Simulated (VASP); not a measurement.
# Pt (Fm-3m) in VASP: notebook, part 2 of 3

VASP 6.6.1. Earlier steps stand in the parts before.

## 3. Single point, PBE

This run uses another cell than the first one, of 14.63 Å³/atom, 1.051 times its volume.

INCAR

```
PREC = Accurate ; ENCUT = 520
EDIFF = 1E-7 ; ISMEAR = 0
SIGMA = 0.1 ; LREAL = False
LASPH = True ; NELM = 80
ALGO = Normal ; ISIF = 2
LWAVE = False ; LCHARG = True
GGA = PE ; LELF = True
LVHAR = True ; NBANDS = 11
```

KPOINTS

```
regular mesh
0
Gamma
  18 18 18
```

POSCAR

```
Pt
1.0
    0.0000000000      1.9410911119      1.9410911119
    1.9410911119      0.0000000000      1.9410911119
    1.9410911119      1.9410911119      0.0000000000
Pt
1
Direct
    0.0000000000      0.0000000000      0.0000000000
```

Potentials or basis: VASP PAW PBE potentials, release 64 (Pt).

Command:

```
cat potpaw_PBE.64/Pt/POTCAR > POTCAR
mpirun -np 1 vasp_std > vasp.out
```

OUTCAR:

```text
PREC = Accurate
   ENCUT = 520
   EDIFF = 1E-7
   ISMEAR = 0
   LREAL = False
   LASPH = True
   NELM = 80
   ISIF = 2
   GGA = PE

 ion  position               nearest neighbor table
   1  0.000  0.000  0.000-

  LATTYP: Found a face centered cubic cell.
 ALAT       =     3.8821822238

  Lattice vectors:

 A1 = (   0.0000000000,   1.9410911119,   1.9410911119)
 A2 = (   1.9410911119,   0.0000000000,   1.9410911119)
 A3 = (   1.9410911119,   1.9410911119,   0.0000000000)

Analysis of symmetry for initial positions (statically):
[... 33 lines left out ...]
                                     Primitive cell

  volume of cell :      14.6274

  direct lattice vectors                    reciprocal lattice vectors
     0.000000000  1.941091112  1.941091112    -0.257587084  0.257587084  0.257587084
     1.941091112  0.000000000  1.941091112     0.257587084 -0.257587084  0.257587084
     1.941091112  1.941091112  0.000000000     0.257587084  0.257587084 -0.257587084

  length of vectors
     2.745117376  2.745117376  2.745117376     0.446153917  0.446153917  0.446153917

  position of ions in fractional coordinates (direct lattice)
     0.000000000  0.000000000  0.000000000

  ion indices of the primitive-cell ions
   primitive index   ion index
                 1           1

----------------------------------------------------------------------------------------

 KPOINTS: regular mesh

Automatic generation of k-mesh.
 Grid dimensions read from file:
 generate k-points for:   18   18   18

 Generating k-lattice:

  Cartesian coordinates                     Fractional coordinates (reciprocal lattice)
    -0.014310394  0.014310394  0.014310394     0.055555556  0.000000000  0.000000000
     0.014310394 -0.014310394  0.014310394     0.000000000  0.055555556  0.000000000
     0.014310394  0.014310394 -0.014310394     0.000000000  0.000000000  0.055555556

  Length of vectors
     0.024786329  0.024786329  0.024786329

  Shift w.r.t. Gamma in fractional coordinates (k-lattice)
     0.000000000  0.000000000  0.000000000

 Subroutine IBZKPT returns following result:
 ===========================================

 Found    195 irreducible k-points:

 Following reciprocal coordinates:
            Coordinates               Weight
  0.000000  0.000000  0.000000      1.000000
  0.055556  0.000000  0.000000      8.000000
  0.111111  0.000000  0.000000      8.000000
  0.166667  0.000000  0.000000      8.000000
  0.222222  0.000000  0.000000      8.000000
  0.277778  0.000000  0.000000      8.000000
[... 16 lines left out ...]
 -0.277778  0.055556  0.000000     24.000000
 -0.222222  0.055556  0.000000     24.000000
 [... further k-points ...]
   k-points           NKPTS =    195   k-points in BZ     NKDIM =    195   number of bands    NBANDS=     11
   number of dos      NEDOS =    301   number of ions     NIONS =      1
   total plane-waves  NPLWV =   8000
   dimension x,y,z NGX =    20 NGY =   20 NGZ =   20
   dimension x,y,z NGXF=    40 NGYF=   40 NGZF=   40
   ions per type =               1
   NGX,Y,Z   is equivalent  to a cutoff of  12.11, 12.11, 12.11 a.u.
   NGXF,Y,Z  is equivalent  to a cutoff of  24.22, 24.22, 24.22 a.u.
 SYSTEM =  unknown system
   PREC   = accura    normal or accurate (medium, high low for compatibility)
   ISTART =      0    job   : 0-new  1-cont  2-samecut
   ICHARG =      2    charge: 1-file 2-atom 10-const
   ISPIN  =      1    spin polarized calculation?
   LNONCOLLINEAR =      F non collinear calculations
   LSORBIT =      F    spin-orbit coupling
   LASPH  =      T    aspherical Exc in radial PAW
   ENCUT  =  520.0 eV  38.22 Ry    6.18 a.u.   5.10  5.10  5.10*2*pi/ulx,y,z
   NELM   =     80;   NELMIN=  2; NELMDL= -5     # of ELM steps
   EDIFF  = 0.1E-06   stopping-criterion for ELM
   LREAL  =      F    real-space projection
   EDIFFG = 0.1E-05   stopping-criterion for IOM
   NSW    =      0    number of steps for IOM
   IBRION =     -1    ionic relax: 0-MD 1-quasi-New 2-CG
   NFREE  =      0    steps in history (QN), initial steepest desc. (CG)
   ISIF   =      2    stress and relaxation
   ISYM   =      2    0-nonsym 1-usesym 2-fastsym
   POTIM  = 0.5000    time-step for ionic-motion
   TEBEG  =    0.0;   TEEND  =   0.0 temperature during run
   PSTRESS=    0.0 pullay stress
   NELECT =      10.0000    total number of electrons
   NUPDOWN=      -1.0000    fix difference up-down
   EMIN   =  10.00;   EMAX   =-10.00  energy-range for DOS
   EFERMI =   0.00;   METHOD = LEGACY
   ISMEAR =     0;   SIGMA  =   0.10  broadening in eV -4-tet -1-fermi 0-gaus
   EFERMI_NEDOS =   21; number of points for ismear=-14 and -15
   IALGO  =     38    algorithm
   IMIX   =      4    mixing-type and parameters
     AMIX     =   0.40;   BMIX     =  1.00
     AMIX_MAG =   1.60;   BMIX_MAG =  1.00
  volume/ion in A,a.u.               =      14.63        98.71
  Fermi-wavevector in a.u.,A,eV,Ry     =   1.442178  2.725322 28.298456  2.079878
  Thomas-Fermi vector in A             =   2.560727
   LORBIT       =      0    0 simple, 1 ext, 2 COOP (PROOUT), +10 PAW based schemes
   GGA     = PE    functional components
   LHFCALC =     F    Hartree Fock is set to
   AEXX    =    0.0000 exact exchange contribution
   IVDW    =     0    specifies the selected vdW correction
   LEPSILON=     F    determine dielectric tensor
   LRPA    =     F    only Hartree local field effects (RPA)
 non-spin polarized calculation
 Gauss-broadening in eV      SIGMA  =   0.10
  energy-cutoff  :      520.00
  volume of cell :       14.63
 maximum number of plane-waves:       411
   NGX = 11   NGY = 11   NGZ = 11

 number of electron      10.0000000 magnetization

 Free energy of the ion-electron system (eV)
  ---------------------------------------------------
  ext. energy  EPLUGINS =         0.00000000
  ---------------------------------------------------
  free energy    TOTEN  =        -6.04352279 eV

  energy without entropy =       -6.03336741  energy(sigma->0) =       -6.03844510

 E-fermi :  11.8675     XC(G=0): -13.6752

 val. band max:       11.8658024736   @ k =  -0.3889   0.3889   0.1667
 cond. band min:      11.8701502678   @ k =  -0.3333   0.3889   0.1111
 fundamental gap:      0.0043477941
 Fermi energy:        11.8674503172

 k-point     1 :       0.0000    0.0000    0.0000
  band No.  band energies     occupation
      1       1.2977      2.00000
      2       7.8814      2.00000
      3       7.8814      2.00000
      4       7.8814      2.00000
      5      10.1476      2.00000
      6      10.1476      2.00000
      7      26.4101      0.00000
      8      31.5505      0.00000
      9      31.5505      0.00000
     10      31.5505      0.00000
     11      37.0084      0.00000

 k-point     2 :       0.0556    0.0000    0.0000
  band No.  band energies     occupation
      1       1.4261      2.00000
      2       7.8220      2.00000
      3       7.9336      2.00000
      4       7.9336      2.00000
      5      10.1173      2.00000
      6      10.1173      2.00000
      7      26.6157      0.00000
      8      30.8795      0.00000
      9      31.7524      0.00000
     10      31.7524      0.00000
     11      37.7701      0.00000

 k-point     3 :       0.1111    0.0000    0.0000
  band No.  band energies     occupation
      1       1.7993      2.00000
      2       7.6693      2.00000
      3       8.0700      2.00000
      4       8.0700      2.00000
      5      10.0523      2.00000
      6      10.0523      2.00000
      7      27.1783      0.00000
      8      29.4768      0.00000
      9      32.3403      0.00000
     10      32.3403      0.00000
     11      38.7550      0.00000
[... 267 lines left out ...]
 k-point    23 :      -0.2778    0.0556    0.0000
  band No.  band energies     occupation
      1       3.9507      2.00000
      2       7.7082      2.00000
      3       8.1725      2.00000
      4       8.2505      2.00000
      5      10.3471      2.00000
      6      11.1206      2.00000
      7      23.8225      0.00000
      8      27.9445      0.00000
      9      32.7862      0.00000
     10      35.2598      0.00000
     11      35.6822      0.00000

 k-point    24 :      -0.2222    0.0556    0.0000
  band No.  band energies     occupation
      1       3.3931      2.00000
      2       7.3644      2.00000
      3       8.2891      2.00000
      4       8.3601      2.00000
      5       9.9367      2.00000
      6      10.6560      2.00000
      7      25.7142      0.00000
      8      28.4808      0.00000
      9      33.2521      0.00000
     10      34.5913      0.00000
     11      35.8470      0.00000

 [... further k-points ...]
[... 5 lines left out ...]
  --------------------------------------------------------------------------------------
  -------------------------------------------------------------------------------------
  Total        1.7729543      1.7729543      1.7729543      0.0000000      0.0000000     -0.0000000
  in kB      194.1960340    194.1960340    194.1960340      0.0000000      0.0000000     -0.0000000
  external PRESSURE =     194.1960340 kB  Pullay stress =       0.0000000 kB

 VOLUME and BASIS-vectors are now :
 -----------------------------------------------------------------------------
  energy-cutoff  :      520.00
  volume of cell :       14.63
      direct lattice vectors                 reciprocal lattice vectors
     0.000000000  1.941091112  1.941091112    -0.257587084  0.257587084  0.257587084
     1.941091112  0.000000000  1.941091112     0.257587084 -0.257587084  0.257587084
     1.941091112  1.941091112  0.000000000     0.257587084  0.257587084 -0.257587084

 POSITION                                       TOTAL-FORCE (eV/Angst)
 -----------------------------------------------------------------------------------
      0.00000      0.00000      0.00000         0.000000      0.000000      0.000000
 -----------------------------------------------------------------------------------
    total drift:                               -0.000000     -0.000000     -0.000000

  FREE ENERGIE OF THE ION-ELECTRON SYSTEM (eV)
  ---------------------------------------------------
  free  energy   TOTEN  =        -6.0435227862 eV

  energy  without entropy=       -6.0333674085  energy(sigma->0) =       -6.03844510
```

OSZICAR:

```text
N       E                     dE             d eps       ncg     rms          rms(c)
DAV:   1     0.391247504368E+02    0.39125E+02   -0.53817E+03  4370   0.849E+02
DAV:   2    -0.584637270366E+01   -0.44971E+02   -0.43220E+02  4917   0.177E+02
DAV:   3    -0.641492460133E+01   -0.56855E+00   -0.56332E+00  5001   0.190E+01
DAV:   4    -0.641721186346E+01   -0.22873E-02   -0.22871E-02  4959   0.140E+00
DAV:   5    -0.641722983802E+01   -0.17975E-04   -0.17975E-04  5029   0.114E-01    0.142E+01
DAV:   6    -0.609064140878E+01    0.32659E+00   -0.68992E-01  4626   0.672E+00    0.752E+00
DAV:   7    -0.604737748016E+01    0.43264E-01   -0.15647E-01  4950   0.312E+00    0.255E+00
DAV:   8    -0.604376024065E+01    0.36172E-02   -0.81181E-03  4686   0.788E-01    0.596E-01
DAV:   9    -0.604351873657E+01    0.24150E-03   -0.24120E-04  4815   0.137E-01    0.397E-02
DAV:  10    -0.604352287432E+01   -0.41378E-05   -0.52600E-06  5649   0.171E-02    0.416E-03
DAV:  11    -0.604352278621E+01    0.88109E-07   -0.31545E-08  3965   0.167E-03
   1 F= -.60435228E+01 E0= -.60384451E+01  d E =-.101554E-01
```

It took 11 s on 1 thread of AMD EPYC 9R45 (Zen 5), shared host; peak memory 0.12 GiB.

What came out:

```
Free energy            : -6.0435 eV
Pressure               : 19.4 GPa
Band gap on the k mesh : zero (band 5 reaches 12.39 eV, above the bottom of band 6 at 10.03 eV)
```

Caveat: spin-orbit coupling is left out, which moves the levels of the heavy elements.

## 4. Single point, PBE

This run uses another cell than the first one, of 15.08 Å³/atom, 1.084 times its volume.

INCAR

```
  ALGO = Normal
  EDIFF = 1E-6
  ENCUT = 520
  GGA = PE
  ISIF = 2
  ISMEAR = 0
  LASPH = T
  LCHARG = F
  LREAL = F
  LWAVE = F
  NBANDS = 11
  NELM = 100
  PREC = Accurate
  SIGMA = 0.1
```

KPOINTS

```
k-points
0
Gamma
  18 18 18
```

POSCAR

```
Pt
1.0
    0.0000000000      1.9610355029      1.9610355029
    1.9610355029      0.0000000000      1.9610355029
    1.9610355029      1.9610355029      0.0000000000
Pt
1
Direct
    0.0000000000      0.0000000000      0.0000000000
```

Potentials or basis: VASP PAW PBE potentials, release 64 (Pt).

Command:

```
cat potpaw_PBE.64/Pt/POTCAR > POTCAR
mpirun -np 1 vasp_std > vasp.out
```

OUTCAR:

```text
EDIFF = 1E-6
   ENCUT = 520
   GGA = PE
   ISIF = 2
   ISMEAR = 0
   LASPH = T
   LREAL = F
   NELM = 100
   PREC = Accurate

 ion  position               nearest neighbor table
   1  0.000  0.000  0.000-

  LATTYP: Found a face centered cubic cell.
 ALAT       =     3.9220710058

  Lattice vectors:

 A1 = (   0.0000000000,   1.9610355029,   1.9610355029)
 A2 = (   1.9610355029,   0.0000000000,   1.9610355029)
 A3 = (   1.9610355029,   1.9610355029,   0.0000000000)

Analysis of symmetry for initial positions (statically):
[... 506 lines left out ...]
      4       7.9328      2.00000
      5       9.4345      2.00000
      6      10.1157      2.00000
      7      24.9534      0.00000
      8      27.8098      0.00000
      9      32.3326      0.00000
     10      33.7427      0.00000
     11      34.9869      0.00000

 [... further k-points ...]
[... 5 lines left out ...]
  --------------------------------------------------------------------------------------
  -------------------------------------------------------------------------------------
  Total        0.8907421      0.8907421      0.8907421      0.0000000     -0.0000000     -0.0000000
  in kB       94.6185341     94.6185341     94.6185341      0.0000000     -0.0000000     -0.0000000
  external PRESSURE =      94.6185341 kB  Pullay stress =       0.0000000 kB

 VOLUME and BASIS-vectors are now :
 -----------------------------------------------------------------------------
  energy-cutoff  :      520.00
  volume of cell :       15.08
      direct lattice vectors                 reciprocal lattice vectors
     0.000000000  1.961035503  1.961035503    -0.254967337  0.254967337  0.254967337
     1.961035503  0.000000000  1.961035503     0.254967337 -0.254967337  0.254967337
     1.961035503  1.961035503  0.000000000     0.254967337  0.254967337 -0.254967337

 POSITION                                       TOTAL-FORCE (eV/Angst)
 -----------------------------------------------------------------------------------
      0.00000      0.00000      0.00000        -0.000000     -0.000000     -0.000000
 -----------------------------------------------------------------------------------
    total drift:                               -0.000000     -0.000000     -0.000000

  FREE ENERGIE OF THE ION-ELECTRON SYSTEM (eV)
  ---------------------------------------------------
  free  energy   TOTEN  =        -6.0845438438 eV

  energy  without entropy=       -6.0738758790  energy(sigma->0) =       -6.07920986
```

OSZICAR:

```text
N       E                     dE             d eps       ncg     rms          rms(c)
DAV:   1     0.401302818114E+02    0.40130E+02   -0.53574E+03  4378   0.844E+02
DAV:   2    -0.587649929085E+01   -0.46007E+02   -0.44004E+02  4901   0.177E+02
DAV:   3    -0.646063704441E+01   -0.58414E+00   -0.58159E+00  5018   0.192E+01
DAV:   4    -0.646290073085E+01   -0.22637E-02   -0.22635E-02  4947   0.141E+00
DAV:   5    -0.646291888037E+01   -0.18150E-04   -0.18149E-04  5022   0.117E-01    0.129E+01
DAV:   6    -0.612728739585E+01    0.33563E+00   -0.75285E-01  4641   0.694E+00    0.684E+00
DAV:   7    -0.608811333336E+01    0.39174E-01   -0.14606E-01  4935   0.298E+00    0.253E+00
DAV:   8    -0.608478867891E+01    0.33247E-02   -0.70768E-03  4662   0.726E-01    0.594E-01
DAV:   9    -0.608454070522E+01    0.24797E-03   -0.25314E-04  4794   0.138E-01    0.450E-02
DAV:  10    -0.608454398722E+01   -0.32820E-05   -0.54870E-06  5459   0.176E-02    0.568E-03
DAV:  11    -0.608454384377E+01    0.14345E-06   -0.31633E-08  2616   0.174E-03
   1 F= -.60845438E+01 E0= -.60792099E+01  d E =-.106680E-01
```

stdout:

```text
POSCAR found type information on POSCAR Pt
 POSCAR found :  1 types and       1 ions
 scaLAPACK will be used
 LDA part: xc-table for (Slater+PW92), standard interpolation
 POSCAR, INCAR and KPOINTS ok, starting setup
 FFT: planning ... GRIDC
 FFT: planning ... GRID_SOFT
 FFT: planning ... GRID
 WAVECAR not read
 entering main loop
```

Wall time 16 s (1 thread of AMD EPYC 9R45 (Zen 5), shared host); peak memory 0.13 GiB.

Results:

- Free energy: -6.0845 eV
- Pressure: 9.5 GPa
- Band gap on the k mesh: zero (band 5 reaches 11.76 eV, above the bottom of band 6 at 9.52 eV)

Caveat: spin-orbit coupling is left out, which moves the levels of the heavy elements.

(Part 2 of 3 ends here.)
